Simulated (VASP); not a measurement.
Crystal: Ag.

```
Ag
1.0
     0.00000    2.04275    2.04275
     2.04275    0.00000    2.04275
     2.04275    2.04275    0.00000
Ag
1
Direct
  0.00000 0.00000 0.00000
```

```yaml
Program: VASP 6.6.1
Task: relaxation of cell and atoms
Functional: HF
Potentials_or_basis: VASP PAW PBE potentials, release 64 (Ag)
Cutoff: 600 eV
k_mesh: 6 × 6 × 6
Occupations: fermi-dirac, width 0.05 eV
Spin: no spin polarisation
```

At the start: pressure 19.7 GPa; volume 17.05 Å³/atom.

Question: Where does the relaxation end?

Answer: Over 4 steps the energy falls by 281.7 meV/atom and the volume is 22.28 Å³/atom (+30.7 %); space group Fm-3m (No. 225, to 0.1 Å) before and after.

The path:
```
step  energy change (eV)  largest force (eV/Å)  pressure (GPa)  volume (Å³)
   1              0.0000                0.0000           19.67        17.05
   2             -0.2808                0.0000           -0.73        22.75
   3             -0.2817                0.0000           -0.23        22.40
   4             -0.2817                0.0000            0.05        22.28
```

Final structure:
```
Ag
1.0
     0.00000    2.23338    2.23338
     2.23338    0.00000    2.23338
     2.23338    2.23338    0.00000
Ag
1
Cartesian
  0.0000 0.0000 0.0000
```

Caveat: the k points lie up to 0.41 Å⁻¹ apart in the final cell, too coarse for converged energies and pressures of a metal; the volume moved by over 15 % at a fixed basis, so the end points are rough; the PAW data sets were made with another functional, which shifts forces and pressure a little.
